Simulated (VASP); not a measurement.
Hf3Ta2F, 6 atoms in the cell. Symmetry: P-6m2, No. 187, hexagonal system. The conventional cell has a = 4.980 Å, b = 4.980 Å, c = 5.431 Å, α = 90.00°, β = 90.00°, γ = 120.00°. Hf (site symmetry -6m2) has 2 F at 2.72 Å and 3 Hf at 2.88 Å and 6 Ta at 3.15 Å within 3.6 Å. Within 3.6 Å of Hf (site symmetry -6m2) lie 2 Hf at 2.72 Å and 3 F at 2.88 Å and 6 Ta at 3.21 Å. Hf (site symmetry -6m2) has 5 Hf at 2.72 to 2.88 Å and 6 Ta at 3.15 Å within 3.6 Å. Ta (site symmetry 3m) has 2 Ta at 2.59 to 2.84 Å and 9 Hf at 3.15 to 3.21 Å and 3 F at 3.21 Å within 3.4 Å. F (site symmetry -6m2) has 5 Hf at 2.72 to 2.88 Å and 6 Ta at 3.21 Å within 3.6 Å. The cell was built from a structure type or drawn by symmetry, and may not be a known phase.

| Item | Value |
| --- | --- |
| Program | VASP 6.6.1 |
| Task | single point |
| Functional | PBE |
| Potentials or basis | VASP PAW PBE potentials, release 64 (Hf_pv, Ta_pv, F) |
| Cutoff | 520 eV |
| k mesh | 12 × 12 × 8 |
| Occupations | gaussian, width 0.1 eV |
| Spin | no spin polarisation |
| Dipole correction | no |
| Further INCAR settings | ALGO = Normal; EDIFF = 1e-06; NBANDS = 38 |

Potentials or basis: VASP PAW PBE potentials, release 64 (Hf_pv, Ta_pv, F).

Run with:

```console
$ cat potpaw_PBE.64/Hf_pv/POTCAR potpaw_PBE.64/Ta_pv/POTCAR potpaw_PBE.64/F/POTCAR > POTCAR
$ mpirun -np 1 vasp_std > vasp.out
```

Hardware: 1 thread of Intel(R) Xeon(R) Platinum 8488C (Sapphire Rapids), on a shared host.

Task: How long does it take, and how much memory?

Result: Run time: 5.3 min on 1 thread of Intel(R) Xeon(R) Platinum 8488C (Sapphire Rapids), with other jobs on the host, peak memory 0.51 GiB. Counts: scf iterations 16, k points 95.
